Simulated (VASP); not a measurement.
Ti3Al4Ni, 8 atoms in the cell. The structure is tetragonal, space group P4/mmm (No. 123). Conventional cell: a = 5.836 Å, b = 5.836 Å, c = 3.592 Å, α = 90.00°, β = 90.00°, γ = 90.00°. Ti (site symmetry 4/mmm) has 8 Al at 2.86 Å and 6 Ti at 2.92 to 3.59 Å within 3.8 Å. Ti (site symmetry mmm) has 8 Al at 2.74 Å and 4 Ti at 2.92 to 3.59 Å and 2 Ni at 2.92 Å within 3.6 Å. Within 3.6 Å of Al (site symmetry m2m) lie 2 Ni at 2.62 Å and 6 Al at 2.69 to 3.59 Å and 6 Ti at 2.74 to 2.86 Å. Within 3.6 Å of Ni (site symmetry 4/mmm) lie 8 Al at 2.62 Å and 4 Ti at 2.92 Å and 2 Ni at 3.59 Å. 

```yaml
Program: VASP 6.6.1
Task: single point
Functional: PBE
Potentials_or_basis: VASP PAW PBE potentials, release 64 (Ti_sv, Al, Ni)
Cutoff: 520 eV
k_mesh: 4 × 4 × 4
Occupations: gaussian, width 0.1 eV
Spin: collinear spin, ferromagnetic start
Starting_moments: "[0.0, 0.0, 0.0, 0.0, 0.0, 0.0, 0.0, 2.0] μB"
Dipole_correction: no
Further_INCAR_settings: ALGO = Normal; EDIFF = 1e-06; NBANDS = 43
```

Potentials or basis: VASP PAW PBE potentials, release 64 (Ti_sv, Al, Ni).

Command:

```bash
$ cat potpaw_PBE.64/Ti_sv/POTCAR potpaw_PBE.64/Al/POTCAR potpaw_PBE.64/Ni/POTCAR > POTCAR
$ mpirun -np 1 vasp_std > vasp.out
```

Hardware: 1 thread of Intel(R) Xeon(R) Platinum 8259CL CPU @ 2.50GHz (Skylake/Cascade Lake) (shared host).

**Question.** Estimate the wall time of this run.

**Answer.** It took 5.7 min on 1 thread of Intel(R) Xeon(R) Platinum 8259CL CPU @ 2.50GHz (Skylake/Cascade Lake), on a shared host, peak memory 0.36 GiB. Counts: scf iterations 18, k points 18.
